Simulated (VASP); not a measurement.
# Zr8N9 (a cell with a defect) in VASP: single point with PBE

Aim: the single point of Zr8N9 (a cell with a defect) with PBE.

Program: VASP 6.6.1. These are calculated values, not measurements. Logs are shortened: lines on timing, memory, paths and dates and some standing lists are left out, and cuts for length are marked.

### 1 The cell of the first run

The cell holds a defect, 17 atoms: a = 6.498 Å, b = 6.498 Å, c = 6.498 Å, α = 60.00°, β = 60.00°, γ = 60.00°.

### 2 Single point, PBE

INCAR

```
  PREC = Accurate
  ENCUT = 520
  EDIFF = 1E-6
  ISMEAR = 0
  SIGMA = 0.1
  LREAL = Auto
  LASPH = True
  NELM = 80
  ALGO = Fast
  ISIF = 2
  LWAVE = False
  LCHARG = False
  GGA = PE
  NBANDS = 84
```

KPOINTS

```
Automatic mesh
0
Gamma
  4 4 4
```

POSCAR

```
Zr8N9
1.0
    0.0000000000      4.5945978683     -4.5945978683
    4.5945978683      4.5945978683      0.0000000000
    4.5945978683      0.0000000000     -4.5945978683
Zr N
8 9
Direct
    0.2497842103      0.7528206165      0.2528658728
    0.2472138003      0.2540718543      0.2500906571
    0.7431191146      0.7528215960      0.2528657639
    0.7555022440      0.2535172900      0.2340694509
    0.2471942121      0.7500445303      0.7541571862
    0.2904195401      0.2465911125      0.7466542445
    0.7554915793      0.7340137476      0.7535947866
    0.7149267671      0.2465915478      0.7466542445
    0.4805686076      0.5082467643      0.0083155264
    0.5012887016     -0.0157519770      0.0117651210
    1.0014601129      0.5082467643      0.0083155264
    1.0042239021     -0.0391529368      0.0292959262
    0.5012810840      0.5117107236      0.4843181196
    0.5039411645      0.0002115528      0.5002762083
    1.0042377227      0.5292181317      0.4608955040
    0.9941620858      0.0002115528      0.5002759906
    0.9535726794      0.2958219716      0.7956245802
```

Potentials or basis: VASP PAW PBE potentials, release 64 (Zr_sv, N).

Launch:

```
$ cat potpaw_PBE.64/Zr_sv/POTCAR potpaw_PBE.64/N/POTCAR > POTCAR
$ mpirun -np 1 vasp_std > vasp.out
```

OUTCAR:

```text
PREC = Accurate
   ENCUT = 520
   EDIFF = 1E-6
   ISMEAR = 0
   LREAL = Auto
   LASPH = True
   NELM = 80
   ISIF = 2
   GGA = PE

 ion  position               nearest neighbor table
   1  0.250  0.753  0.253-  12 2.16  15 2.16  10 2.22  13 2.22   9 2.25  16 2.27   3 3.21   4 3.23
                             7 3.23   2 3.24   5 3.24   6 3.26   6 3.26   5 3.26   2 3.26   7 3.27
   2  0.247  0.254  0.250-  11 2.24   9 2.24  15 2.24  16 2.33  14 2.33  10 2.34   6 3.16   8 3.16
                             5 3.22   3 3.24   1 3.24   4 3.25   4 3.25   1 3.26   3 3.26   5 3.28
   3  0.743  0.753  0.253-  12 2.16  15 2.16  10 2.22  13 2.22  11 2.25  14 2.27   1 3.21   4 3.23
                             7 3.23   2 3.24   5 3.24   8 3.26   8 3.26   5 3.26   2 3.26   7 3.27
   4  0.756  0.254  0.234-  12 2.30  11 2.31   9 2.31  16 2.32  14 2.32  13 2.34  17 2.40   7 3.12
                             6 3.19   8 3.19   3 3.23   1 3.23   2 3.25   2 3.25   1 3.27   3 3.27
   5  0.247  0.750  0.754-  11 2.24   9 2.24  12 2.24  16 2.33  14 2.33  13 2.34   6 3.16   8 3.16
                             2 3.22   3 3.24   1 3.24   7 3.25   7 3.25   1 3.26   3 3.26   2 3.28
   6  0.290  0.247  0.747-  17 1.92  10 2.20  13 2.20  14 2.27  11 2.41  12 2.63  15 2.63   8 2.76
                             2 3.16   5 3.16   7 3.19   4 3.19   1 3.26   1 3.26   4 3.33   7 3.33
   7  0.755  0.734  0.754-  15 2.30  11 2.31   9 2.31  16 2.32  14 2.32  10 2.34  17 2.40   4 3.12
                             6 3.19   8 3.19   1 3.23   3 3.23   5 3.25   5 3.25   3 3.27   1 3.27
   8  0.715  0.247  0.747-  17 1.92  10 2.20  13 2.20  16 2.27   9 2.41  15 2.63  12 2.63   6 2.76
                             2 3.16   5 3.16   7 3.19   4 3.19   3 3.26   3 3.26   4 3.33   7 3.33
   9  0.481  0.508  0.008-   2 2.24   5 2.24   1 2.25   4 2.31   7 2.31   8 2.41
  10  0.501  0.984  0.012-   6 2.20   8 2.20   3 2.22   1 2.22   7 2.34   2 2.34
  11  0.001  0.508  0.008-   2 2.24   5 2.24   3 2.25   4 2.31   7 2.31   6 2.41
  12  0.004  0.961  0.029-   1 2.16   3 2.16   5 2.24   4 2.30   8 2.63   6 2.63
  13  0.501  0.512  0.484-   6 2.20   8 2.20   3 2.22   1 2.22   4 2.34   5 2.34
  14  0.504  0.000  0.500-   3 2.27   6 2.27   4 2.32   7 2.32   2 2.33   5 2.33
  15  0.004  0.529  0.461-   3 2.16   1 2.16   2 2.24   7 2.30   8 2.63   6 2.63
  16  0.994  0.000  0.500-   1 2.27   8 2.27   4 2.32   7 2.32   2 2.33   5 2.33
  17  0.954  0.296  0.796-   8 1.92   6 1.92   7 2.40   4 2.40

  LATTYP: Found a face centered cubic cell.
 ALAT       =     9.1891957366

  Lattice vectors:

 A1 = (   0.0000000000,   4.5945978683,  -4.5945978683)
 A2 = (   4.5945978683,   4.5945978683,   0.0000000000)
 A3 = (   4.5945978683,   0.0000000000,  -4.5945978683)

Analysis of symmetry for initial positions (statically):
=====================================================================
 Subroutine PRICEL returns:
 Original cell was already a primitive cell.

 Routine SETGRP: Setting up the symmetry group for a
 face centered cubic supercell.

 Subroutine GETGRP returns: Found  2 space group operations
 (whereof  1 operations were pure point group operations)
 out of a pool of 48 trial point group operations.

The static configuration has the point symmetry C_1 .
 The point group associated with its full space group is C_1h.

Analysis of symmetry for dynamics (positions and initial velocities):
=====================================================================
 Subroutine PRICEL returns:
 Original cell was already a primitive cell.

 Routine SETGRP: Setting up the symmetry group for a
 face centered cubic supercell.

 Subroutine GETGRP returns: Found  2 space group operations
 (whereof  1 operations were pure point group operations)
 out of a pool of 48 trial point group operations.

The dynamic configuration has the point symmetry C_1 .
 The point group associated with its full space group is C_1h.

 Subroutine INISYM returns: Found  2 space group operations
 (whereof  1 operations are pure point group operations),
 and found     1 'primitive' translations

----------------------------------------------------------------------------------------

                                     Primitive cell

  volume of cell :     193.9870

  direct lattice vectors                    reciprocal lattice vectors
     0.000000000  4.594597868 -4.594597868    -0.108823452  0.108823452 -0.108823452
     4.594597868  4.594597868  0.000000000     0.108823452  0.108823452  0.108823452
     4.594597868  0.000000000 -4.594597868     0.108823452 -0.108823452 -0.108823452

  length of vectors
[... 52 lines left out ...]
    -0.027205863  0.027205863 -0.027205863     0.250000000  0.000000000  0.000000000
     0.027205863  0.027205863  0.027205863     0.000000000  0.250000000  0.000000000
     0.027205863 -0.027205863 -0.027205863     0.000000000  0.000000000  0.250000000

  Length of vectors
     0.047121937  0.047121937  0.047121937

  Shift w.r.t. Gamma in fractional coordinates (k-lattice)
     0.000000000  0.000000000  0.000000000

 Subroutine IBZKPT returns following result:
 ===========================================

 Found     24 irreducible k-points:

 Following reciprocal coordinates:
            Coordinates               Weight
  0.000000  0.000000  0.000000      1.000000
  0.250000  0.000000  0.000000      4.000000
  0.000000  0.250000  0.000000      2.000000
  0.000000  0.000000  0.250000      2.000000
  0.500000  0.000000  0.000000      2.000000
  0.000000  0.500000  0.000000      1.000000
[... 16 lines left out ...]
 -0.250000  0.500000  0.250000      4.000000
  0.500000  0.250000 -0.250000      2.000000
   k-points           NKPTS =     24   k-points in BZ     NKDIM =     24   number of bands    NBANDS=     84
   number of dos      NEDOS =    301   number of ions     NIONS =     17
   total plane-waves  NPLWV = 110592
   dimension x,y,z NGX =    48 NGY =   48 NGZ =   48
   dimension x,y,z NGXF=    96 NGYF=   96 NGZF=   96
   ions per type =               8   9
   NGX,Y,Z   is equivalent  to a cutoff of  12.28, 12.28, 12.28 a.u.
   NGXF,Y,Z  is equivalent  to a cutoff of  24.56, 24.56, 24.56 a.u.
 SYSTEM =  unknown system
   PREC   = accura    normal or accurate (medium, high low for compatibility)
   ISTART =      0    job   : 0-new  1-cont  2-samecut
   ICHARG =      2    charge: 1-file 2-atom 10-const
   ISPIN  =      1    spin polarized calculation?
   LNONCOLLINEAR =      F non collinear calculations
   LSORBIT =      F    spin-orbit coupling
   LASPH  =      T    aspherical Exc in radial PAW
   ENCUT  =  520.0 eV  38.22 Ry    6.18 a.u.  12.08 12.08 12.08*2*pi/ulx,y,z
   NELM   =     80;   NELMIN=  2; NELMDL= -5     # of ELM steps
   EDIFF  = 0.1E-05   stopping-criterion for ELM
   LREAL  =      T    real-space projection
   EDIFFG = 0.1E-04   stopping-criterion for IOM
   NSW    =      0    number of steps for IOM
   IBRION =     -1    ionic relax: 0-MD 1-quasi-New 2-CG
   NFREE  =      0    steps in history (QN), initial steepest desc. (CG)
   ISIF   =      2    stress and relaxation
   ISYM   =      2    0-nonsym 1-usesym 2-fastsym
   POTIM  = 0.5000    time-step for ionic-motion
   TEBEG  =    0.0;   TEEND  =   0.0 temperature during run
   PSTRESS=    0.0 pullay stress
   NELECT =     141.0000    total number of electrons
   NUPDOWN=      -1.0000    fix difference up-down
   EMIN   =  10.00;   EMAX   =-10.00  energy-range for DOS
   EFERMI =   0.00;   METHOD = LEGACY
   ISMEAR =     0;   SIGMA  =   0.10  broadening in eV -4-tet -1-fermi 0-gaus
   EFERMI_NEDOS =   21; number of points for ismear=-14 and -15
   IALGO  =     68    algorithm
   IMIX   =      4    mixing-type and parameters
     AMIX     =   0.40;   BMIX     =  1.00
     AMIX_MAG =   1.60;   BMIX_MAG =  1.00
  volume/ion in A,a.u.               =      11.41        77.01
  Fermi-wavevector in a.u.,A,eV,Ry     =   1.471941  2.781565 29.478518  2.166610
  Thomas-Fermi vector in A             =   2.587016
   LORBIT       =      0    0 simple, 1 ext, 2 COOP (PROOUT), +10 PAW based schemes
   GGA     = PE    functional components
   LHFCALC =     F    Hartree Fock is set to
   AEXX    =    0.0000 exact exchange contribution
   IVDW    =     0    specifies the selected vdW correction
   LEPSILON=     F    determine dielectric tensor
   LRPA    =     F    only Hartree local field effects (RPA)
 non-spin polarized calculation
 RMM-DIIS sequential band-by-band and
 Gauss-broadening in eV      SIGMA  =   0.10
  energy-cutoff  :      520.00
  volume of cell :      193.99
 maximum number of plane-waves:      5238
   NGX = 25   NGY = 25   NGZ = 25

 number of electron     141.0000000 magnetization

 Free energy of the ion-electron system (eV)
  ---------------------------------------------------
  ext. energy  EPLUGINS =         0.00000000
  ---------------------------------------------------
  free energy    TOTEN  =      -165.83525297 eV

  energy without entropy =     -165.81165456  energy(sigma->0) =     -165.82345376

 E-fermi :  12.1380     XC(G=0): -12.6356

 val. band max:       12.1374652335   @ k =   0.5000   0.5000   0.0000
 cond. band min:      12.1459169543   @ k =   0.5000   0.0000   0.0000
 fundamental gap:      0.0084517208
 Fermi energy:        12.1379693492

 k-point     1 :       0.0000    0.0000    0.0000
  band No.  band energies     occupation
      1     -37.4389      2.00000
      2     -37.3602      2.00000
      3     -37.3126      2.00000
      4     -37.2513      2.00000
      5     -37.1990      2.00000
      6     -37.1783      2.00000
[... 2029 lines left out ...]
     81      14.6124      0.00000
     82      14.7873      0.00000
 [bands above 82 left out]

------------------------ aborting loop because EDIFF is reached ----------------------------------------

  FORCE on cell =-STRESS in cart. coord.  units (eV):
  Direction    XX          YY          ZZ          XY          YZ          ZX
  --------------------------------------------------------------------------------------
  -------------------------------------------------------------------------------------
  Total        9.3899822     23.1112195     23.1112195      0.0007313     -1.9702969      0.0007313
  in kB       77.5537559    190.8802204    190.8802204      0.0060396    -16.2730797      0.0060401
  external PRESSURE =     153.1047323 kB  Pullay stress =       0.0000000 kB

 VOLUME and BASIS-vectors are now :
 -----------------------------------------------------------------------------
  energy-cutoff  :      520.00
  volume of cell :      193.99
      direct lattice vectors                 reciprocal lattice vectors
     0.000000000  4.594597868 -4.594597868    -0.108823452  0.108823452 -0.108823452
     4.594597868  4.594597868  0.000000000     0.108823452  0.108823452  0.108823452
     4.594597868  0.000000000 -4.594597868     0.108823452 -0.108823452 -0.108823452

 POSITION                                       TOTAL-FORCE (eV/Angst)
 -----------------------------------------------------------------------------------
      4.62072      4.60657     -2.30948         0.027653     -0.022455      0.022496
      2.31642      2.30321     -2.28491        -0.141885      0.131932      0.131932
      4.62073      6.87325     -4.57615         0.027653      0.022496     -0.022455
      2.24027      4.63604     -4.54668        -0.302913      0.171043      0.171043
      6.91120      4.58191     -4.60081        -0.141829     -0.131600     -0.131600
      4.56356      2.46735     -4.76494        -0.302674     -0.152635      0.151455
[... 9 lines left out ...]
      2.29954      4.56875     -6.86634         0.062066      0.039142     -0.039056
      5.01476      5.74047     -8.03686         2.260298      0.005348      0.005348
 -----------------------------------------------------------------------------------
    total drift:                               -0.001892      0.014763     -0.015174

  FREE ENERGIE OF THE ION-ELECTRON SYSTEM (eV)
  ---------------------------------------------------
  free  energy   TOTEN  =      -165.8352529673 eV

  energy  without entropy=     -165.8116545616  energy(sigma->0) =     -165.82345376
```

Wall time 31 min (1 thread of Oxide Virtual Turin-like, shared host); peak memory 0.44 GiB.

Results:

```
Free energy            : -165.8353 eV
Pressure               : 15.3 GPa
Largest force          : 2.260 eV/Å
Band gap on the k mesh : zero (an odd number of electrons rules out a gap without spin polarisation)
```

Forces on the atoms (eV/Å):
```
Zr   0.028 -0.022  0.022
Zr  -0.142  0.132  0.132
Zr   0.028  0.022 -0.022
Zr  -0.303  0.171  0.171
Zr  -0.142 -0.132 -0.132
Zr  -0.303 -0.153  0.151
Zr  -0.303 -0.172 -0.172
Zr  -0.303  0.151 -0.153
N    0.128 -0.103  0.103
N   -0.212  0.066  0.066
N    0.128  0.103 -0.103
N   -0.389 -0.094 -0.094
N   -0.211 -0.065 -0.065
N    0.062 -0.039  0.039
N   -0.389  0.090  0.090
N    0.062  0.039 -0.039
N    2.260  0.005  0.005
```
